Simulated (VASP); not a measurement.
A run of VASP 6.6.1 is set up as follows.

File INCAR:

```
SYSTEM = Y
PREC = Accurate ; ENCUT = 600
EDIFF = 1E-6 ; ISMEAR = -1
SIGMA = 0.05 ; LREAL = .FALSE.
LASPH = .TRUE. ; NELM = 80
ALGO = Normal ; ISIF = 3
LWAVE = .FALSE. ; LCHARG = .FALSE.
GGA = PE ; IBRION = 2
NSW = 80 ; EDIFFG = -0.01
PSTRESS = 400.0
```

File KPOINTS:

```
regular mesh
0
G
  6 6 6
  0 0 0
```

File POSCAR:

```
Y
1.0
    2.0200000000      2.0200000000      2.0200000000
   -2.0200000000      2.0200000000      2.0200000000
   -2.0200000000     -2.0200000000      2.0200000000
Y
1
Direct
    0.0000000000      0.0000000000      0.0000000000
```

Potentials or basis: VASP PAW PBE potentials, release 64 (Y_sv).

Run with:

```console
$ cat potpaw_PBE.64/Y_sv/POTCAR > POTCAR
$ mpirun -np 1 vasp_std > vasp.out
```

Q: What does it give for the relaxed volume?

A: 20.26 Å³/atom.

Q: Estimate the relaxed cell.

A: a = 2.975 Å, b = 2.975 Å, c = 2.975 Å, α = 70.53°, β = 109.47°, γ = 70.53°.

Q: Predict the space group after relaxing (to 0.1 Å).

A: Im-3m (No. 229).

Q: Predict the band gap on the k mesh.

A: Zero (an odd number of electrons rules out a gap without spin polarisation).

Step by step:
```
step  energy change (eV)  largest force (eV/Å)  pressure (GPa)  volume (Å³)
   1              0.0000                0.0000            0.11        32.97
   2             18.3954                0.0000          936.51         7.26
   3              0.1800                0.0000           10.65        26.82
   4              0.4516                0.0000           19.65        23.87
   5              1.2018                0.0000           42.95        19.87
   6              1.0965                0.0000           39.86        20.27
   7              1.0965                0.0000           39.87        20.27
   8              1.0966                0.0000           39.84        20.27
   9              1.0966                0.0000           39.85        20.27
  10              1.0966                0.0000           39.85        20.27
  11              1.0966                0.0000           39.85        20.27
  12              1.0966                0.0000           39.85        20.27
  13              1.0966                0.0000           39.85        20.27
  14              1.0966                0.0000           39.85        20.27
  15              1.0966                0.0000           39.85        20.27
  16              1.0966                0.0000           39.85        20.27
  17              1.0966                0.0000           39.85        20.27
  18              1.0967                0.0000           39.85        20.27
  19              1.0969                0.0000           39.84        20.27
  20              1.0972                0.0000           39.83        20.27
  21              1.0978                0.0000           39.89        20.27
  22              1.0991                0.0000           39.93        20.26
```

Caveat: the k points lie up to 0.43 Å⁻¹ apart in the final cell, too coarse for converged energies and pressures of a metal; the cell is relaxed towards a set pressure, so the run minimises the enthalpy, not the energy; the volume moved by over 15 % at a fixed basis, so the end points are rough.
